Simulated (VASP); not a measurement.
# Lu (Fd-3m) in VASP: single point with PBEsol

Aim: the single point of Lu with PBEsol.

Program: VASP 6.6.1. These are calculated values, not measurements. Logs are shortened: lines on timing, memory, paths and dates and some standing lists are left out, and cuts for length are marked.

## 1. The cell of the first run

The structure is cubic, space group Fd-3m (No. 227). Conventional cell: a = 7.712 Å, b = 7.712 Å, c = 7.712 Å, α = 90.00°, β = 90.00°, γ = 90.00°. Within 4.4 Å of Lu (site symmetry -43m) lie 4 Lu at 3.34 Å.

This isn't the form of Lu at room conditions, which is hcp.

## 2. Single point, PBEsol

Contents of INCAR:

```
SYSTEM = Lu
  PREC = Accurate
  ENCUT = 520
  EDIFF = 1E-7
  ISMEAR = -1
  SIGMA = 0.1
  LREAL = .False.
  LASPH = .True.
  NELM = 100
  ALGO = Normal
  ISIF = 2
  LWAVE = .False.
  LCHARG = .True.
  GGA = PS
  LELF = .True.
  LVHAR = .True.
  NBANDS = 32
```

Contents of KPOINTS:

```
Automatic mesh
0
Gamma
  5 5 5
  0 0 0
```

Contents of POSCAR:

```
Lu
1.0
    0.0000000000      3.8561650000      3.8561650000
    3.8561650000      0.0000000000      3.8561650000
    3.8561650000      3.8561650000      0.0000000000
Lu
2
Direct
    0.5000000000      0.5000000000      0.5000000000
    0.7500000000      0.7500000000      0.7500000000
```

Potentials or basis: VASP PAW PBE potentials, release 64 (Lu).

Started as:

```console
cat potpaw_PBE.64/Lu/POTCAR > POTCAR
mpirun -np 1 vasp_std > vasp.out
```

OUTCAR:

```text
SYSTEM = Lu
   PREC = Accurate
   ENCUT = 520
   EDIFF = 1E-7
   ISMEAR = -1
   LREAL = .False.
   LASPH = .True.
   NELM = 100
   ISIF = 2
   GGA = PS

 ion  position               nearest neighbor table
   1  0.500  0.500  0.500-   2 3.34   2 3.34   2 3.34   2 3.34
   2  0.750  0.750  0.750-   1 3.34   1 3.34   1 3.34   1 3.34

  LATTYP: Found a face centered cubic cell.
 ALAT       =     7.7123300000

  Lattice vectors:

 A1 = (   0.0000000000,   3.8561650000,   3.8561650000)
 A2 = (   3.8561650000,   0.0000000000,   3.8561650000)
 A3 = (   3.8561650000,   3.8561650000,   0.0000000000)

Analysis of symmetry for initial positions (statically):
=====================================================================
 Subroutine PRICEL returns:
 Original cell was already a primitive cell.

 Routine SETGRP: Setting up the symmetry group for a
 face centered cubic supercell.

 Subroutine GETGRP returns: Found 48 space group operations
 (whereof 24 operations were pure point group operations)
 out of a pool of 48 trial point group operations.

The static configuration has the point symmetry T_d .
 The point group associated with its full space group is O_h .

Analysis of symmetry for dynamics (positions and initial velocities):
=====================================================================
 Subroutine PRICEL returns:
 Original cell was already a primitive cell.

 Routine SETGRP: Setting up the symmetry group for a
 face centered cubic supercell.

 Subroutine GETGRP returns: Found 48 space group operations
 (whereof 24 operations were pure point group operations)
 out of a pool of 48 trial point group operations.

The dynamic configuration has the point symmetry T_d .
 The point group associated with its full space group is O_h .

 Subroutine INISYM returns: Found 48 space group operations
 (whereof 24 operations are pure point group operations),
 and found     1 'primitive' translations

----------------------------------------------------------------------------------------

                                     Primitive cell

  volume of cell :     114.6824

  direct lattice vectors                    reciprocal lattice vectors
     0.000000000  3.856165000  3.856165000    -0.129662501  0.129662501  0.129662501
     3.856165000  0.000000000  3.856165000     0.129662501 -0.129662501  0.129662501
     3.856165000  3.856165000  0.000000000     0.129662501  0.129662501 -0.129662501

  length of vectors
     5.453440842  5.453440842  5.453440842     0.224582040  0.224582040  0.224582040

  position of ions in fractional coordinates (direct lattice)
     0.500000000  0.500000000  0.500000000
     0.750000000  0.750000000  0.750000000

  ion indices of the primitive-cell ions
   primitive index   ion index
                 1           1
                 2           2

----------------------------------------------------------------------------------------

 KPOINTS: Automatic mesh

Automatic generation of k-mesh.
 Grid dimensions read from file:
 generate k-points for:    5    5    5

 Generating k-lattice:

  Cartesian coordinates                     Fractional coordinates (reciprocal lattice)
    -0.025932500  0.025932500  0.025932500     0.200000000  0.000000000  0.000000000
     0.025932500 -0.025932500  0.025932500     0.000000000  0.200000000  0.000000000
     0.025932500  0.025932500 -0.025932500     0.000000000  0.000000000  0.200000000

  Length of vectors
     0.044916408  0.044916408  0.044916408

  Shift w.r.t. Gamma in fractional coordinates (k-lattice)
     0.000000000  0.000000000  0.000000000

 Subroutine IBZKPT returns following result:
 ===========================================

 Found     10 irreducible k-points:

 Following reciprocal coordinates:
            Coordinates               Weight
  0.000000  0.000000  0.000000      1.000000
  0.200000  0.000000  0.000000      8.000000
  0.400000  0.000000  0.000000      8.000000
  0.200000  0.200000  0.000000      6.000000
  0.400000  0.200000  0.000000     24.000000
 -0.400000  0.200000  0.000000     24.000000
 -0.200000  0.200000  0.000000     12.000000
  0.400000  0.400000  0.000000      6.000000
 -0.400000  0.400000  0.000000     12.000000
 -0.400000  0.400000  0.200000     24.000000
   k-points           NKPTS =     10   k-points in BZ     NKDIM =     10   number of bands    NBANDS=     32
   number of dos      NEDOS =    301   number of ions     NIONS =      2
   total plane-waves  NPLWV =  74088
   dimension x,y,z NGX =    42 NGY =   42 NGZ =   42
   dimension x,y,z NGXF=    84 NGYF=   84 NGZF=   84
   ions per type =               2
   NGX,Y,Z   is equivalent  to a cutoff of  12.80, 12.80, 12.80 a.u.
   NGXF,Y,Z  is equivalent  to a cutoff of  25.61, 25.61, 25.61 a.u.
 SYSTEM =  Lu
   PREC   = accura    normal or accurate (medium, high low for compatibility)
   ISTART =      0    job   : 0-new  1-cont  2-samecut
   ICHARG =      2    charge: 1-file 2-atom 10-const
   ISPIN  =      1    spin polarized calculation?
   LNONCOLLINEAR =      F non collinear calculations
   LSORBIT =      F    spin-orbit coupling
   LASPH  =      T    aspherical Exc in radial PAW
   ENCUT  =  520.0 eV  38.22 Ry    6.18 a.u.  10.14 10.14 10.14*2*pi/ulx,y,z
   NELM   =    100;   NELMIN=  2; NELMDL= -5     # of ELM steps
   EDIFF  = 0.1E-06   stopping-criterion for ELM
   LREAL  =      F    real-space projection
   EDIFFG = 0.1E-05   stopping-criterion for IOM
   NSW    =      0    number of steps for IOM
   IBRION =     -1    ionic relax: 0-MD 1-quasi-New 2-CG
   NFREE  =      0    steps in history (QN), initial steepest desc. (CG)
   ISIF   =      2    stress and relaxation
   ISYM   =      2    0-nonsym 1-usesym 2-fastsym
   POTIM  = 0.5000    time-step for ionic-motion
   TEBEG  =    0.0;   TEEND  =   0.0 temperature during run
   PSTRESS=    0.0 pullay stress
   NELECT =      50.0000    total number of electrons
   NUPDOWN=      -1.0000    fix difference up-down
   EMIN   =  10.00;   EMAX   =-10.00  energy-range for DOS
   EFERMI =   0.00;   METHOD = LEGACY
   ISMEAR =    -1;   SIGMA  =   0.10  broadening in eV -4-tet -1-fermi 0-gaus
   EFERMI_NEDOS =   21; number of points for ismear=-14 and -15
   IALGO  =     38    algorithm
   IMIX   =      4    mixing-type and parameters
     AMIX     =   0.40;   BMIX     =  1.00
     AMIX_MAG =   1.60;   BMIX_MAG =  1.00
  volume/ion in A,a.u.               =      57.34       386.96
  Fermi-wavevector in a.u.,A,eV,Ry     =   1.241364  2.345838 20.966376  1.540985
  Thomas-Fermi vector in A             =   2.375765
   LORBIT       =      0    0 simple, 1 ext, 2 COOP (PROOUT), +10 PAW based schemes
   GGA     = PS    functional components
   LHFCALC =     F    Hartree Fock is set to
   AEXX    =    0.0000 exact exchange contribution
   IVDW    =     0    specifies the selected vdW correction
   LEPSILON=     F    determine dielectric tensor
   LRPA    =     F    only Hartree local field effects (RPA)
 non-spin polarized calculation
  energy-cutoff  :      520.00
  volume of cell :      114.68
 maximum number of plane-waves:      3119
 NGX is ok and might be reduce to    42
   NGX = 21   NGY = 21   NGZ = 21

 number of electron      49.9999998 magnetization

 Free energy of the ion-electron system (eV)
  ---------------------------------------------------
  ext. energy  EPLUGINS =         0.00000000
  ---------------------------------------------------
  free energy    TOTEN  =        -5.59728944 eV

  energy without entropy =       -5.41630343  energy(sigma->0) =       -5.50679644

 E-fermi :  -0.3363     XC(G=0):  -7.7350

 val. band max:       -0.4721495938   @ k =  -0.4000   0.2000   0.0000
 cond. band min:      -0.3174485313   @ k =   0.4000   0.2000   0.0000
 fundamental gap:      0.1547010625
 Fermi energy:        -0.3362938658

 k-point     1 :       0.0000    0.0000    0.0000
  band No.  band energies     occupation
      1     -57.8272      2.00000
      2     -57.7974      2.00000
      3     -28.5091      2.00000
      4     -28.5091      2.00000
      5     -28.5091      2.00000
      6     -28.3270      2.00000
[... 24 lines left out ...]
     31       1.2569      0.00000
     32       3.8446      0.00000

 k-point     2 :       0.2000    0.0000    0.0000
  band No.  band energies     occupation
      1     -57.8252      2.00000
      2     -57.7995      2.00000
      3     -28.5153      2.00000
      4     -28.5153      2.00000
      5     -28.5058      2.00000
      6     -28.3312      2.00000
[... 24 lines left out ...]
     31       1.2919      0.00000
     32       3.7338      0.00000

 k-point     3 :       0.4000    0.0000    0.0000
  band No.  band energies     occupation
      1     -57.8208      2.00000
      2     -57.8038      2.00000
      3     -28.5246      2.00000
      4     -28.5246      2.00000
      5     -28.5002      2.00000
      6     -28.3383      2.00000
[... 24 lines left out ...]
     31       1.6926      0.00000
     32       3.2805      0.00000

 k-point     4 :       0.2000    0.2000    0.0000
  band No.  band energies     occupation
      1     -57.8244      2.00000
      2     -57.8002      2.00000
      3     -28.5221      2.00000
      4     -28.5221      2.00000
      5     -28.4923      2.00000
      6     -28.3450      2.00000
[... 24 lines left out ...]
     31       1.2754      0.00000
     32       3.3630      0.00000

 k-point     5 :       0.4000    0.2000    0.0000
  band No.  band energies     occupation
      1     -57.8203      2.00000
      2     -57.8043      2.00000
      3     -28.5340      2.00000
      4     -28.5311      2.00000
      5     -28.4762      2.00000
      6     -28.3620      2.00000
[... 24 lines left out ...]
     31       1.6357      0.00000
     32       2.8860      0.00000

 k-point     6 :      -0.4000    0.2000    0.0000
  band No.  band energies     occupation
      1     -57.8181      2.00000
      2     -57.8065      2.00000
      3     -28.5407      2.00000
      4     -28.5304      2.00000
      5     -28.4721      2.00000
      6     -28.3664      2.00000
[... 24 lines left out ...]
     31       1.8664      0.00000
     32       2.6732      0.00000

 k-point     7 :      -0.2000    0.2000    0.0000
  band No.  band energies     occupation
      1     -57.8221      2.00000
      2     -57.8025      2.00000
      3     -28.5322      2.00000
      4     -28.5208      2.00000
      5     -28.4896      2.00000
      6     -28.3482      2.00000
[... 24 lines left out ...]
     31       1.5522      0.00000
     32       3.0330      0.00000

 k-point     8 :       0.4000    0.4000    0.0000
  band No.  band energies     occupation
      1     -57.8169      2.00000
      2     -57.8077      2.00000
      3     -28.5403      2.00000
      4     -28.5403      2.00000
      5     -28.4478      2.00000
      6     -28.3916      2.00000
[... 24 lines left out ...]
     31       1.5075      0.00000
     32       2.2637      0.00000

 k-point     9 :      -0.4000    0.4000    0.0000
  band No.  band energies     occupation
      1     -57.8137      2.00000
      2     -57.8109      2.00000
      3     -28.5456      2.00000
      4     -28.5399      2.00000
      5     -28.4337      2.00000
      6     -28.4054      2.00000
[... 24 lines left out ...]
     31       1.6185      0.00000
     32       2.7209      0.00000

 k-point    10 :      -0.4000    0.4000    0.2000
  band No.  band energies     occupation
      1     -57.8160      2.00000
      2     -57.8086      2.00000
      3     -28.5439      2.00000
      4     -28.5379      2.00000
      5     -28.4479      2.00000
      6     -28.3908      2.00000
[... 24 lines left out ...]
     31       2.2494      0.00000
     32       2.3370      0.00000

------------------------ aborting loop because EDIFF is reached ----------------------------------------

  FORCE on cell =-STRESS in cart. coord.  units (eV):
  Direction    XX          YY          ZZ          XY          YZ          ZX
  --------------------------------------------------------------------------------------
  -------------------------------------------------------------------------------------
  Total       -1.4971936     -1.4971936     -1.4971936      0.0000000      0.0000000      0.0000000
  in kB      -20.9166310    -20.9166310    -20.9166310      0.0000000      0.0000000      0.0000000
  external PRESSURE =     -20.9166310 kB  Pullay stress =       0.0000000 kB

 VOLUME and BASIS-vectors are now :
 -----------------------------------------------------------------------------
  energy-cutoff  :      520.00
  volume of cell :      114.68
      direct lattice vectors                 reciprocal lattice vectors
     0.000000000  3.856165000  3.856165000    -0.129662501  0.129662501  0.129662501
     3.856165000  0.000000000  3.856165000     0.129662501 -0.129662501  0.129662501
     3.856165000  3.856165000  0.000000000     0.129662501  0.129662501 -0.129662501

 POSITION                                       TOTAL-FORCE (eV/Angst)
 -----------------------------------------------------------------------------------
      3.85616      3.85616      3.85616        -0.000000     -0.000000     -0.000000
      5.78425      5.78425      5.78425         0.000000      0.000000      0.000000
 -----------------------------------------------------------------------------------
    total drift:                               -0.000000     -0.000000      0.000000

  FREE ENERGIE OF THE ION-ELECTRON SYSTEM (eV)
  ---------------------------------------------------
  free  energy   TOTEN  =        -5.5972894439 eV

  energy  without entropy=       -5.4163034319  energy(sigma->0) =       -5.50679644
```

Wall time 33 s (1 thread of AMD EPYC 9R45 (Zen 5), shared host); peak memory 0.22 GiB.

What came out:

| Item | Value |
| --- | --- |
| Free energy | -5.5973 eV |
| Pressure | -2.1 GPa |
| Band gap on the k mesh | zero (bands 25 and 26 overlap by 0.73 eV) |

Caveat: the PAW data sets were made with another functional, which shifts forces and pressure a little; spin-orbit coupling is left out, which moves the levels of the heavy elements.

The gap in the log of VASP goes by the Fermi energy; the results here count the filled bands.